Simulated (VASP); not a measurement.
# Si2W (C2) in VASP: single point with PBE

Aim: the single point of Si2W with PBE.

All numbers are computed with VASP 6.6.1; they aren't measurements. Logs are shortened: lines on timing, memory, paths and dates and some standing lists are left out, and cuts for length are marked.

### Step 1. The cell of the first run

It takes space group C2 (No. 5, monoclinic). The conventional cell has a = 8.234 Å, b = 3.275 Å, c = 2.958 Å, α = 90.00°, β = 107.07°, γ = 90.00°. Within 3.3 Å of Si (site symmetry 1) lie 5 W at 2.45 to 2.72 Å and 9 Si at 2.50 to 3.28 Å. W (site symmetry 2) has 10 Si at 2.45 to 2.72 Å and 4 W at 2.96 to 3.28 Å within 3.3 Å.

### Step 2. Single point, PBE (strained and its atoms moved)

INCAR

```
SYSTEM = Si2W
PREC = Accurate
ENCUT = 520
EDIFF = 1E-6
ISMEAR = 0
SIGMA = 0.1
LREAL = .FALSE.
LASPH = .TRUE.
NELM = 80
ALGO = Fast
ISIF = 2
LWAVE = .FALSE.
LCHARG = .FALSE.
GGA = PE
NBANDS = 18
```

KPOINTS

```
Automatic mesh
0
G
  16 16 16
  0 0 0
```

POSCAR

```
Si2W
1.0
   -1.6073884000      1.6375739600      3.9957602800
    1.3482940000     -1.6375739600      3.8901497200
    1.6073884000      1.6375739600     -3.9957602800
Si W
2 1
Direct
    0.3176778274      0.3339773258     -0.0082018443
    0.6578208299      0.6660226742     -0.0162994984
    0.0245013427      0.0000000000      0.0245013427
```

Potentials or basis: VASP PAW PBE potentials, release 64 (Si, W_sv).

Started as:

```console
$ cat potpaw_PBE.64/Si/POTCAR potpaw_PBE.64/W_sv/POTCAR > POTCAR
$ mpirun -np 1 vasp_std > vasp.out
```

OUTCAR:

```text
SYSTEM = Si2W
   PREC = Accurate
   ENCUT = 520
   EDIFF = 1E-6
   ISMEAR = 0
   LREAL = .FALSE.
   LASPH = .TRUE.
   NELM = 80
   ISIF = 2
   GGA = PE

 ion  position               nearest neighbor table
   1  0.318  0.334  0.992-   3 2.45   2 2.50   2 2.50   3 2.57   2 2.58   2 2.58   3 2.60   3 2.61
                             2 2.69   3 2.72
   2  0.658  0.666  0.984-   3 2.45   1 2.50   1 2.50   3 2.57   1 2.58   1 2.58   3 2.60   3 2.61
                             1 2.69   3 2.72
   3  0.025  0.000  0.025-   2 2.45   1 2.45   2 2.57   1 2.57   2 2.60   1 2.60   1 2.61   2 2.61
                             2 2.72   1 2.72

  LATTYP: Found a base centered monoclinic cell.
 ALAT       =     8.2343576688
 B/A-ratio  =     0.3977417610
 C/A-ratio  =     0.3591741726
 COS(beta)  =    -0.2935316792

  Lattice vectors:

 A1 = (  -1.3482940000,  -1.6375739600,  -3.8901497200)
 A2 = (  -1.3482940000,   1.6375739600,  -3.8901497200)
 A3 = (   2.9556824000,  -0.0000000000,  -0.1056105600)

Analysis of symmetry for initial positions (statically):
=====================================================================
 Subroutine PRICEL returns:
 Original cell was already a primitive cell.

 Routine SETGRP: Setting up the symmetry group for a
 base centered monoclinic supercell.

 Subroutine GETGRP returns: Found  2 space group operations
 (whereof  2 operations were pure point group operations)
 out of a pool of  4 trial point group operations.

The static configuration has the point symmetry C_2 .

Analysis of symmetry for dynamics (positions and initial velocities):
=====================================================================
 Subroutine PRICEL returns:
 Original cell was already a primitive cell.

 Routine SETGRP: Setting up the symmetry group for a
 base centered monoclinic supercell.

 Subroutine GETGRP returns: Found  2 space group operations
 (whereof  2 operations were pure point group operations)
 out of a pool of  4 trial point group operations.

The dynamic configuration has the point symmetry C_2 .

 Subroutine INISYM returns: Found  2 space group operations
 (whereof  2 operations are pure point group operations),
 and found     1 'primitive' translations

----------------------------------------------------------------------------------------

                                     Primitive cell

  volume of cell :      38.1242

  direct lattice vectors                    reciprocal lattice vectors
    -1.607388400  1.637573960  3.995760280     0.004536364  0.305329721  0.126957491
     1.348294000 -1.637573960  3.890149720     0.343265365  0.000000000  0.138086554
     1.607388400  1.637573960 -3.995760280     0.338729001  0.305329721  0.011129063

  length of vectors
     4.607759342  4.430892690  4.607759342     0.330703827  0.369998658  0.456166012

  position of ions in fractional coordinates (direct lattice)
     0.317677827  0.333977326  0.991798156
     0.657820830  0.666022674  0.983700502
     0.024501343  0.000000000  0.024501343

  ion indices of the primitive-cell ions
   primitive index   ion index
                 1           1
                 2           2
                 3           3

----------------------------------------------------------------------------------------

 KPOINTS: Automatic mesh

Automatic generation of k-mesh.
 Grid dimensions read from file:
 generate k-points for:   16   16   16

 Generating k-lattice:

  Cartesian coordinates                     Fractional coordinates (reciprocal lattice)
     0.000283523  0.019083108  0.007934843     0.062500000  0.000000000  0.000000000
     0.021454085  0.000000000  0.008630410    -0.000000000  0.062500000  0.000000000
     0.021170563  0.019083108  0.000695566     0.000000000  0.000000000  0.062500000

  Length of vectors
     0.020668989  0.023124916  0.028510376

  Shift w.r.t. Gamma in fractional coordinates (k-lattice)
     0.000000000  0.000000000  0.000000000

 Subroutine IBZKPT returns following result:
 ===========================================

 Found   1098 irreducible k-points:

 Following reciprocal coordinates:
            Coordinates               Weight
  0.000000  0.000000  0.000000      1.000000
  0.062500  0.000000  0.000000      4.000000
  0.125000  0.000000  0.000000      4.000000
  0.187500 -0.000000  0.000000      4.000000
  0.250000  0.000000  0.000000      4.000000
  0.312500  0.000000  0.000000      4.000000
[... 16 lines left out ...]
 -0.187500  0.062500 -0.000000      4.000000
 -0.125000  0.062500 -0.000000      4.000000
 [... further k-points ...]
   k-points           NKPTS =   1098   k-points in BZ     NKDIM =   1098   number of bands    NBANDS=     18
   number of dos      NEDOS =    301   number of ions     NIONS =      3
   total plane-waves  NPLWV =  46656
   dimension x,y,z NGX =    36 NGY =   36 NGZ =   36
   dimension x,y,z NGXF=    72 NGYF=   72 NGZF=   72
   ions per type =               2   1
   NGX,Y,Z   is equivalent  to a cutoff of  12.99, 13.51, 12.99 a.u.
   NGXF,Y,Z  is equivalent  to a cutoff of  25.98, 27.01, 25.98 a.u.
 SYSTEM =  Si2W
   PREC   = accura    normal or accurate (medium, high low for compatibility)
   ISTART =      0    job   : 0-new  1-cont  2-samecut
   ICHARG =      2    charge: 1-file 2-atom 10-const
   ISPIN  =      1    spin polarized calculation?
   LNONCOLLINEAR =      F non collinear calculations
   LSORBIT =      F    spin-orbit coupling
   LASPH  =      T    aspherical Exc in radial PAW
   ENCUT  =  520.0 eV  38.22 Ry    6.18 a.u.   8.57  8.24  8.57*2*pi/ulx,y,z
   NELM   =     80;   NELMIN=  2; NELMDL= -5     # of ELM steps
   EDIFF  = 0.1E-05   stopping-criterion for ELM
   LREAL  =      F    real-space projection
   EDIFFG = 0.1E-04   stopping-criterion for IOM
   NSW    =      0    number of steps for IOM
   IBRION =     -1    ionic relax: 0-MD 1-quasi-New 2-CG
   NFREE  =      0    steps in history (QN), initial steepest desc. (CG)
   ISIF   =      2    stress and relaxation
   ISYM   =      2    0-nonsym 1-usesym 2-fastsym
   POTIM  = 0.5000    time-step for ionic-motion
   TEBEG  =    0.0;   TEEND  =   0.0 temperature during run
   PSTRESS=    0.0 pullay stress
   NELECT =      22.0000    total number of electrons
   NUPDOWN=      -1.0000    fix difference up-down
   EMIN   =  10.00;   EMAX   =-10.00  energy-range for DOS
   EFERMI =   0.00;   METHOD = LEGACY
   ISMEAR =     0;   SIGMA  =   0.10  broadening in eV -4-tet -1-fermi 0-gaus
   EFERMI_NEDOS =   21; number of points for ismear=-14 and -15
   IALGO  =     68    algorithm
   IMIX   =      4    mixing-type and parameters
     AMIX     =   0.40;   BMIX     =  1.00
     AMIX_MAG =   1.60;   BMIX_MAG =  1.00
  volume/ion in A,a.u.               =      12.71        85.76
  Fermi-wavevector in a.u.,A,eV,Ry     =   1.362957  2.575616 25.274901  1.857653
  Thomas-Fermi vector in A             =   2.489402
   LORBIT       =      0    0 simple, 1 ext, 2 COOP (PROOUT), +10 PAW based schemes
   GGA     = PE    functional components
   LHFCALC =     F    Hartree Fock is set to
   AEXX    =    0.0000 exact exchange contribution
   IVDW    =     0    specifies the selected vdW correction
   LEPSILON=     F    determine dielectric tensor
   LRPA    =     F    only Hartree local field effects (RPA)
 non-spin polarized calculation
 RMM-DIIS sequential band-by-band and
 Gauss-broadening in eV      SIGMA  =   0.10
  energy-cutoff  :      520.00
  volume of cell :       38.12
 maximum number of plane-waves:      1043
   NGX = 17   NGY = 17   NGZ = 17

 number of electron      22.0000000 magnetization

 Free energy of the ion-electron system (eV)
  ---------------------------------------------------
  ext. energy  EPLUGINS =         0.00000000
  ---------------------------------------------------
  free energy    TOTEN  =       -24.15723756 eV

  energy without entropy =      -24.15387539  energy(sigma->0) =      -24.15555648

 E-fermi :  12.9659     XC(G=0): -12.8140

 val. band max:       12.9639002230   @ k =   0.5000   0.5000   0.5000
 cond. band min:      12.9697763159   @ k =   0.3750   0.1250   0.2500
 fundamental gap:      0.0058760929
 Fermi energy:        12.9658624343

 k-point     1 :       0.0000    0.0000    0.0000
  band No.  band energies     occupation
      1     -60.8723      2.00000
      2     -25.2488      2.00000
      3     -25.2331      2.00000
      4     -24.9395      2.00000
      5      -1.8156      2.00000
      6       5.6434      2.00000
[... 10 lines left out ...]
     17      18.2695      0.00000
     18      19.1066      0.00000

 k-point     2 :       0.0625    0.0000    0.0000
  band No.  band energies     occupation
      1     -60.8721      2.00000
      2     -25.2484      2.00000
      3     -25.2405      2.00000
      4     -24.9389      2.00000
      5      -1.7427      2.00000
      6       5.6511      2.00000
[... 10 lines left out ...]
     17      18.5839      0.00000
     18      19.2053      0.00000

 k-point     3 :       0.1250    0.0000    0.0000
  band No.  band energies     occupation
      1     -60.8714      2.00000
      2     -25.2618      2.00000
      3     -25.2469      2.00000
      4     -24.9373      2.00000
      5      -1.5260      2.00000
      6       5.6422      2.00000
[... 10 lines left out ...]
     17      19.0747      0.00000
     18      19.6676      0.00000

 k-point     4 :       0.1875   -0.0000    0.0000
  band No.  band energies     occupation
      1     -60.8704      2.00000
      2     -25.2934      2.00000
      3     -25.2448      2.00000
      4     -24.9348      2.00000
      5      -1.1724      2.00000
      6       5.4935      2.00000
[... 10 lines left out ...]
     17      19.7494      0.00000
     18      20.4290      0.00000

 k-point     5 :       0.2500    0.0000    0.0000
  band No.  band energies     occupation
      1     -60.8693      2.00000
      2     -25.3304      2.00000
      3     -25.2423      2.00000
      4     -24.9319      2.00000
      5      -0.6928      2.00000
      6       5.0645      2.00000
[... 10 lines left out ...]
     17      20.5657      0.00000
     18      21.1059      0.00000

 k-point     6 :       0.3125    0.0000    0.0000
  band No.  band energies     occupation
      1     -60.8681      2.00000
      2     -25.3671      2.00000
      3     -25.2398      2.00000
      4     -24.9290      2.00000
      5      -0.1025      2.00000
      6       4.4372      2.00000
[... 10 lines left out ...]
     17      20.9462      0.00000
     18      21.6613      0.00000

 k-point     7 :       0.3750   -0.0000    0.0000
  band No.  band energies     occupation
      1     -60.8671      2.00000
      2     -25.3981      2.00000
      3     -25.2377      2.00000
      4     -24.9265      2.00000
      5       0.5774      2.00000
      6       3.7245      2.00000
[... 10 lines left out ...]
     17      20.5984      0.00000
     18      21.8144      0.00000

 k-point     8 :       0.4375   -0.0000    0.0000
  band No.  band energies     occupation
      1     -60.8665      2.00000
      2     -25.4186      2.00000
      3     -25.2363      2.00000
      4     -24.9248      2.00000
      5       1.3140      2.00000
      6       2.9723      2.00000
[... 10 lines left out ...]
     17      20.3452      0.00000
     18      20.8210      0.00000
[... 229 lines left out ...]
     17      20.9644      0.00000
     18      21.8033      0.00000

 k-point    20 :      -0.3750    0.0625   -0.0000
  band No.  band energies     occupation
      1     -60.8663      2.00000
      2     -25.3955      2.00000
      3     -25.2348      2.00000
      4     -24.9449      2.00000
      5       0.5384      2.00000
      6       3.8404      2.00000
[... 10 lines left out ...]
     17      20.9573      0.00000
     18      22.5263      0.00000

 k-point    21 :      -0.3125    0.0625   -0.0000
  band No.  band energies     occupation
      1     -60.8672      2.00000
      2     -25.3647      2.00000
      3     -25.2368      2.00000
      4     -24.9475      2.00000
      5      -0.1316      2.00000
      6       4.5904      2.00000
[... 10 lines left out ...]
     17      20.6432      0.00000
     18      22.1736      0.00000

 k-point    22 :      -0.2500    0.0625   -0.0000
  band No.  band energies     occupation
      1     -60.8684      2.00000
      2     -25.3280      2.00000
      3     -25.2392      2.00000
      4     -24.9505      2.00000
      5      -0.7043      2.00000
      6       5.3161      2.00000
[... 10 lines left out ...]
     17      20.1085      0.00000
     18      21.4715      0.00000

 k-point    23 :      -0.1875    0.0625   -0.0000
  band No.  band energies     occupation
      1     -60.8696      2.00000
      2     -25.2912      2.00000
      3     -25.2419      2.00000
      4     -24.9535      2.00000
      5      -1.1613      2.00000
      6       5.8534      2.00000
[... 10 lines left out ...]
     17      19.7654      0.00000
     18      20.3219      0.00000

 k-point    24 :      -0.1250    0.0625   -0.0000
  band No.  band energies     occupation
      1     -60.8705      2.00000
      2     -25.2597      2.00000
      3     -25.2443      2.00000
      4     -24.9561      2.00000
      5      -1.4894      2.00000
      6       5.9048      2.00000
[... 10 lines left out ...]
     17      19.2577      0.00000
     18      19.6014      0.00000

 [... further k-points ...]

------------------------ aborting loop because EDIFF is reached ----------------------------------------

  FORCE on cell =-STRESS in cart. coord.  units (eV):
  Direction    XX          YY          ZZ          XY          YZ          ZX
  --------------------------------------------------------------------------------------
  -------------------------------------------------------------------------------------
  Total       10.0366212      2.2262901      2.6824821     -0.0000000     -0.0000000      3.6869837
  in kB      421.7914341     93.5603792    112.7319581     -0.0000000     -0.0000000    154.9463842
  external PRESSURE =     209.3612571 kB  Pullay stress =       0.0000000 kB

 VOLUME and BASIS-vectors are now :
 -----------------------------------------------------------------------------
  energy-cutoff  :      520.00
  volume of cell :       38.12
      direct lattice vectors                 reciprocal lattice vectors
    -1.607388400  1.637573960  3.995760280     0.004536364  0.305329721  0.126957491
     1.348294000 -1.637573960  3.890149720     0.343265365  0.000000000  0.138086554
     1.607388400  1.637573960 -3.995760280     0.338729001  0.305329721  0.011129063

 POSITION                                       TOTAL-FORCE (eV/Angst)
 -----------------------------------------------------------------------------------
      1.53387      1.59745     -1.39440        -0.261900      0.856773      0.289959
      1.42181      1.59745      1.28879         0.261900      0.856773     -0.289959
      0.00000      0.08025      0.00000        -0.000000     -1.713546      0.000000
 -----------------------------------------------------------------------------------
    total drift:                               -0.000000      0.000017     -0.000000

  FREE ENERGIE OF THE ION-ELECTRON SYSTEM (eV)
  ---------------------------------------------------
  free  energy   TOTEN  =       -24.1572375592 eV

  energy  without entropy=      -24.1538753929  energy(sigma->0) =      -24.15555648
```

Run time: 36 min. Hardware: 1 thread of Oxide Virtual Turin-like, shared host; peak memory 0.76 GiB.

Results:

```yaml
Free_energy: -24.1572 eV
Pressure: 20.9 GPa
Largest_force: 1.714 eV/Å
Band_gap_on_the_k_mesh: zero (bands 11 and 12 overlap by 1.56 eV)
```

Forces in eV/Å, atoms in the order of the input:
```
Si  -0.262  0.857  0.290
Si   0.262  0.857 -0.290
W    0.000 -1.714  0.000
```

Caveat: the cell differs from its parent crystal (strained and its atoms moved); the stress differs along the axes, from 9 to 42 GPa; spin-orbit coupling is left out, which moves the levels of the heavy elements; forces of over 1 eV/Å act on the atoms, so gaps and moduli don't describe the material at rest.
